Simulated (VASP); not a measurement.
# V (Im-3m) in VASP: single point with PBE

Aim: the single point of V with PBE.

All numbers are computed with VASP 6.6.1; they aren't measurements. Logs are shortened: lines on timing, memory, paths and dates and some standing lists are left out, and cuts for length are marked.

## (1) The cell of the first run

The structure is cubic, space group Im-3m (No. 229). The conventional cell has a = 3.133 Å, b = 3.133 Å, c = 3.133 Å, α = 90.00°, β = 90.00°, γ = 90.00°. Within 3.6 Å of V (site symmetry m-3m) lie 14 V at 2.71 to 3.13 Å.

## (2) Single point, PBE, collinear spin, antiferromagnetic start

File INCAR:

```
SYSTEM = V
  PREC = Accurate
  ENCUT = 500
  EDIFF = 1E-6
  ISMEAR = -1
  SIGMA = 0.05
  LREAL = .FALSE.
  LASPH = .TRUE.
  NELM = 200
  ALGO = Normal
  ISIF = 2
  LWAVE = .FALSE.
  LCHARG = .FALSE.
  ISPIN = 2
  MAGMOM = 3 -3
  LORBIT = 11
  LMAXMIX = 4
  GGA = PE
  NBANDS = 24
  GGA_COMPAT = .FALSE.
```

File KPOINTS:

```
regular mesh
0
G
  5 5 5
  0 0 0
```

File POSCAR:

```
V
1.0
    3.1325247416      0.0000000000      0.0000000000
    0.0000000000      3.1325247416      0.0000000000
    0.0000000000      0.0000000000      3.1325247416
V
2
Direct
    0.0000000000      0.0000000000      0.0000000000
    0.5000000000      0.5000000000      0.5000000000
```

Potentials or basis: VASP PAW PBE potentials, release 64 (V_sv).

The run is started by

```console
cat potpaw_PBE.64/V_sv/POTCAR > POTCAR
mpirun -np 1 vasp_std > vasp.out
```

OUTCAR:

```text
SYSTEM = V
   PREC = Accurate
   ENCUT = 500
   EDIFF = 1E-6
   ISMEAR = -1
   LREAL = .FALSE.
   LASPH = .TRUE.
   NELM = 200
   ISIF = 2
   ISPIN = 2
   LORBIT = 11
   GGA = PE

 ion  position               nearest neighbor table
   1  0.000  0.000  0.000-   2 2.71   2 2.71   2 2.71   2 2.71   2 2.71   2 2.71   2 2.71   2 2.71

   2  0.500  0.500  0.500-   1 2.71   1 2.71   1 2.71   1 2.71   1 2.71   1 2.71   1 2.71   1 2.71

  LATTYP: Found a simple cubic cell.
 ALAT       =     3.1325247416

  Lattice vectors:

 A1 = (   3.1325247416,   0.0000000000,   0.0000000000)
 A2 = (   0.0000000000,   3.1325247416,   0.0000000000)
 A3 = (   0.0000000000,   0.0000000000,   3.1325247416)

Analysis of symmetry for initial positions (statically):
=====================================================================
 Subroutine PRICEL returns following result:

  LATTYP: Found a body centered cubic cell.
 ALAT       =     3.1325247416

  Lattice vectors:

 A1 = (   1.5662623708,   1.5662623708,  -1.5662623708)
 A2 = (  -1.5662623708,   1.5662623708,   1.5662623708)
 A3 = (   1.5662623708,  -1.5662623708,   1.5662623708)

   2 primitive cells build up your supercell.

 Routine SETGRP: Setting up the symmetry group for a
 simple cubic supercell.

 Subroutine GETGRP returns: Found 48 space group operations
 (whereof 48 operations were pure point group operations)
 out of a pool of 48 trial point group operations.

The static configuration has the point symmetry O_h .

Analysis of symmetry for dynamics (positions and initial velocities):
=====================================================================
 Subroutine PRICEL returns following result:

  LATTYP: Found a body centered cubic cell.
 ALAT       =     3.1325247416

  Lattice vectors:

 A1 = (   1.5662623708,   1.5662623708,  -1.5662623708)
 A2 = (  -1.5662623708,   1.5662623708,   1.5662623708)
 A3 = (   1.5662623708,  -1.5662623708,   1.5662623708)

   2 primitive cells build up your supercell.

 Routine SETGRP: Setting up the symmetry group for a
 simple cubic supercell.

 Subroutine GETGRP returns: Found 48 space group operations
 (whereof 48 operations were pure point group operations)
 out of a pool of 48 trial point group operations.

The dynamic configuration has the point symmetry O_h .

Analysis of structural, dynamic, and magnetic symmetry:
=====================================================================
 Subroutine PRICEL returns following result:

  LATTYP: Found a body centered cubic cell.
 ALAT       =     3.1325247416

  Lattice vectors:

 A1 = (   1.5662623708,   1.5662623708,  -1.5662623708)
 A2 = (  -1.5662623708,   1.5662623708,   1.5662623708)
 A3 = (   1.5662623708,  -1.5662623708,   1.5662623708)

   2 primitive cells build up your supercell.

 Routine SETGRP: Setting up the symmetry group for a
 simple cubic supercell.

 Subroutine GETGRP returns: Found 48 space group operations
 (whereof 48 operations were pure point group operations)
 out of a pool of 48 trial point group operations.

The overall configuration has the point symmetry O_h .

 Subroutine INISYM returns: Found 48 space group operations
 (whereof 48 operations are pure point group operations),
 and found     2 'primitive' translations

----------------------------------------------------------------------------------------

                                     Primitive cell

  volume of cell :      15.3693

  direct lattice vectors                    reciprocal lattice vectors
     1.566262371  1.566262371 -1.566262371     0.319231317  0.319231317  0.000000000
    -1.566262371  1.566262371  1.566262371    -0.000000000  0.319231317  0.319231317
     1.566262371 -1.566262371  1.566262371     0.319231317  0.000000000  0.319231317

  length of vectors
     2.712846004  2.712846004  2.712846004     0.451461259  0.451461259  0.451461259

  position of ions in fractional coordinates (direct lattice)
     0.000000000  0.000000000  0.000000000

  ion indices of the primitive-cell ions
   primitive index   ion index
                 1           1

----------------------------------------------------------------------------------------

 KPOINTS: regular mesh

Automatic generation of k-mesh.
 Grid dimensions read from file:
 generate k-points for:    5    5    5

 Generating k-lattice:

  Cartesian coordinates                     Fractional coordinates (reciprocal lattice)
     0.063846263  0.000000000  0.000000000     0.200000000  0.000000000  0.000000000
     0.000000000  0.063846263  0.000000000     0.000000000  0.200000000  0.000000000
     0.000000000  0.000000000  0.063846263     0.000000000  0.000000000  0.200000000

  Length of vectors
     0.063846263  0.063846263  0.063846263

  Shift w.r.t. Gamma in fractional coordinates (k-lattice)
     0.000000000  0.000000000  0.000000000

 Subroutine IBZKPT returns following result:
 ===========================================

 Found     10 irreducible k-points:

 Following reciprocal coordinates:
            Coordinates               Weight
  0.000000  0.000000  0.000000      1.000000
  0.200000  0.000000  0.000000      6.000000
  0.400000  0.000000  0.000000      6.000000
  0.200000  0.200000  0.000000     12.000000
  0.400000  0.200000  0.000000     24.000000
  0.400000  0.400000  0.000000     12.000000
  0.200000  0.200000  0.200000      8.000000
  0.400000  0.200000  0.200000     24.000000
  0.400000  0.400000  0.200000     24.000000
  0.400000  0.400000  0.400000      8.000000
   k-points           NKPTS =     10   k-points in BZ     NKDIM =     10   number of bands    NBANDS=     24
   number of dos      NEDOS =    301   number of ions     NIONS =      2
   total plane-waves  NPLWV =  13824
   dimension x,y,z NGX =    24 NGY =   24 NGZ =   24
   dimension x,y,z NGXF=    48 NGYF=   48 NGZF=   48
   ions per type =               2
   NGX,Y,Z   is equivalent  to a cutoff of  12.74, 12.74, 12.74 a.u.
   NGXF,Y,Z  is equivalent  to a cutoff of  25.47, 25.47, 25.47 a.u.
 SYSTEM =  V
   PREC   = accura    normal or accurate (medium, high low for compatibility)
   ISTART =      0    job   : 0-new  1-cont  2-samecut
   ICHARG =      2    charge: 1-file 2-atom 10-const
   ISPIN  =      2    spin polarized calculation?
   LNONCOLLINEAR =      F non collinear calculations
   LSORBIT =      F    spin-orbit coupling
   LASPH  =      T    aspherical Exc in radial PAW
   ENCUT  =  500.0 eV  36.75 Ry    6.06 a.u.   5.71  5.71  5.71*2*pi/ulx,y,z
   NELM   =    200;   NELMIN=  2; NELMDL= -5     # of ELM steps
   EDIFF  = 0.1E-05   stopping-criterion for ELM
   LREAL  =      F    real-space projection
   EDIFFG = 0.1E-04   stopping-criterion for IOM
   NSW    =      0    number of steps for IOM
   IBRION =     -1    ionic relax: 0-MD 1-quasi-New 2-CG
   NFREE  =      0    steps in history (QN), initial steepest desc. (CG)
   ISIF   =      2    stress and relaxation
   ISYM   =      2    0-nonsym 1-usesym 2-fastsym
   POTIM  = 0.5000    time-step for ionic-motion
   TEBEG  =    0.0;   TEEND  =   0.0 temperature during run
   PSTRESS=    0.0 pullay stress
   NELECT =      26.0000    total number of electrons
   NUPDOWN=      -1.0000    fix difference up-down
   EMIN   =  10.00;   EMAX   =-10.00  energy-range for DOS
   EFERMI =   0.00;   METHOD = LEGACY
   ISMEAR =    -1;   SIGMA  =   0.05  broadening in eV -4-tet -1-fermi 0-gaus
   EFERMI_NEDOS =   21; number of points for ismear=-14 and -15
   IALGO  =     38    algorithm
   IMIX   =      4    mixing-type and parameters
     AMIX     =   0.40;   BMIX     =  1.00
     AMIX_MAG =   1.60;   BMIX_MAG =  1.00
  volume/ion in A,a.u.               =      15.37       103.72
  Fermi-wavevector in a.u.,A,eV,Ry     =   1.548239  2.925748 32.613779  2.397045
  Thomas-Fermi vector in A             =   2.653218
   LORBIT       =     11    0 simple, 1 ext, 2 COOP (PROOUT), +10 PAW based schemes
   GGA     = PE    functional components
   LHFCALC =     F    Hartree Fock is set to
   AEXX    =    0.0000 exact exchange contribution
   IVDW    =     0    specifies the selected vdW correction
   LEPSILON=     F    determine dielectric tensor
   LRPA    =     F    only Hartree local field effects (RPA)
 spin polarized calculation
  energy-cutoff  :      500.00
  volume of cell :       30.74
 maximum number of plane-waves:       792
 NGX is ok and might be reduce to    24
   NGX = 11   NGY = 11   NGZ = 11

 number of electron      26.0000022 magnetization       0.0000000

 number of electron      26.0000022 magnetization      -0.0000000

 Free energy of the ion-electron system (eV)
  ---------------------------------------------------
  ext. energy  EPLUGINS =         0.00000000
  ---------------------------------------------------
  free energy    TOTEN  =       -17.74611741 eV

  energy without entropy =      -17.72129106  energy(sigma->0) =      -17.73370423

 E-fermi :   8.1077     XC(G=0): -12.2087

 val. band max:        8.0351934450   @ k =   0.2000   0.2000   0.0000
 cond. band min:       8.2237996778   @ k =   0.2000   0.2000   0.2000
 fundamental gap:      0.1886062328
 Fermi energy:         8.1077052483

 spin component 1

 k-point     1 :       0.0000    0.0000    0.0000
  band No.  band energies     occupation
      1     -55.7585      1.00000
      2     -55.5607      1.00000
      3     -29.6401      1.00000
      4     -29.6401      1.00000
      5     -29.6401      1.00000
      6     -29.2314      1.00000
[... 259 lines left out ...]
     23      19.0774      0.00000
     24      19.0774      0.00000
 Fermi energy:         8.1077052483

 spin component 2

 k-point     1 :       0.0000    0.0000    0.0000
  band No.  band energies     occupation
      1     -55.7585      1.00000
      2     -55.5607      1.00000
      3     -29.6401      1.00000
      4     -29.6401      1.00000
      5     -29.6401      1.00000
      6     -29.2314      1.00000
[... 259 lines left out ...]
     23      19.0774      0.00000
     24      19.0774      0.00000

------------------------ aborting loop because EDIFF is reached ----------------------------------------

  FORCE on cell =-STRESS in cart. coord.  units (eV):
  Direction    XX          YY          ZZ          XY          YZ          ZX
  --------------------------------------------------------------------------------------
  -------------------------------------------------------------------------------------
  Total       -3.5006677     -3.5006677     -3.5006677      0.0000000      0.0000000      0.0000000
  in kB     -182.4643150   -182.4643150   -182.4643150      0.0000000      0.0000000      0.0000000
  external PRESSURE =    -182.4643150 kB  Pullay stress =       0.0000000 kB

 VOLUME and BASIS-vectors are now :
 -----------------------------------------------------------------------------
  energy-cutoff  :      500.00
  volume of cell :       30.74
      direct lattice vectors                 reciprocal lattice vectors
     3.132524742  0.000000000  0.000000000     0.319231317  0.000000000  0.000000000
     0.000000000  3.132524742  0.000000000     0.000000000  0.319231317  0.000000000
     0.000000000  0.000000000  3.132524742     0.000000000  0.000000000  0.319231317

 POSITION                                       TOTAL-FORCE (eV/Angst)
 -----------------------------------------------------------------------------------
      0.00000      0.00000      0.00000         0.000000     -0.000000     -0.000000
      1.56626      1.56626      1.56626        -0.000000      0.000000      0.000000
 -----------------------------------------------------------------------------------
    total drift:                                0.000000      0.000000     -0.000000

  FREE ENERGIE OF THE ION-ELECTRON SYSTEM (eV)
  ---------------------------------------------------
  free  energy   TOTEN  =       -17.7461174126 eV

  energy  without entropy=      -17.7212910573  energy(sigma->0) =      -17.73370423

 total charge

# of ion       s       p       d       tot
------------------------------------------
    1        2.305   6.185   2.956  11.446
    2        2.305   6.185   2.956  11.446
--------------------------------------------------
tot          4.610  12.371   5.911  22.892

 magnetization (x)

# of ion       s       p       d       tot
------------------------------------------
    1        0.000  -0.000   0.000   0.000
    2       -0.000   0.000  -0.000  -0.000
--------------------------------------------------
tot          0.000   0.000   0.000   0.000
```

Run time: 52 s. Hardware: 1 thread of Intel Xeon 8259CL, shared host; peak memory 0.12 GiB.

Results:

* Free energy: -17.7461 eV
* Pressure: -18.2 GPa
* Band gap on the k mesh: zero (filled and empty bands overlap)
* Net moment: 0.00 μB per cell
* Valence electrons inside the program's atomic spheres: V 11.45

Levels at points of the mesh, in eV from the Fermi level:
Spin up:
```tsv
k point	band 10	band 11	band 12	band 13	band 14	band 15
(0.00, 0.00, 0.00)	-2.40	-2.40	0.40	0.40	0.40	2.10
```
Spin down:
```tsv
k point	band 10	band 11	band 12	band 13	band 14	band 15
(0.00, 0.00, 0.00)	-2.40	-2.40	0.40	0.40	0.40	2.10
```

Caveat: the k points lie up to 0.40 Å⁻¹ apart, too coarse for converged energies and pressures of a metal; the moments typed at the start vanished in this run.

The gap in the log of VASP goes by the Fermi energy; the results here count the filled bands.